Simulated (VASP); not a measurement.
A run of VASP 6.6.1:

File INCAR:

```
SYSTEM = Ga2S
PREC = Accurate
ENCUT = 520
EDIFF = 1E-6
ISMEAR = 0
SIGMA = 0.1
LREAL = .False.
LASPH = .True.
NELM = 80
ALGO = Normal
ISIF = 2
LWAVE = .False.
LCHARG = .False.
GGA = PE
NBANDS = 41
```

Contents of KPOINTS:

```
Automatic mesh
0
Gamma
  8 6 10
  0 0 0
```

POSCAR

```
Ga2S
1.0
    4.9750537770      0.0000000000      0.0000000000
    0.0000000000      7.4763021149      0.0000000000
    0.0000000000      0.0000000000      3.6359074174
Ga S
4 2
Direct
    0.1835832039      0.3691768396      0.0000000000
    0.8164167961      0.6308231604      0.0000000000
    0.6835832039      0.1308231604      0.5000000000
    0.3164167961      0.8691768396      0.5000000000
    0.0000000000      0.0000000000      0.0000000000
    0.5000000000      0.5000000000      0.5000000000
```

Potentials or basis: VASP PAW PBE potentials, release 64 (Ga_d, S).

Launch:

```bash
$ cat potpaw_PBE.64/Ga_d/POTCAR potpaw_PBE.64/S/POTCAR > POTCAR
$ mpirun -np 1 vasp_std > vasp.out
```

Hardware: 1 thread of Intel(R) Xeon(R) Platinum 8488C (Sapphire Rapids), on a shared host.

Question: How long does it take, and how much memory?

Answer: Wall time 8.3 min on 1 thread of Intel(R) Xeon(R) Platinum 8488C (Sapphire Rapids), on a shared host, peak memory 0.58 GiB. Counts: scf iterations 14, k points 120.
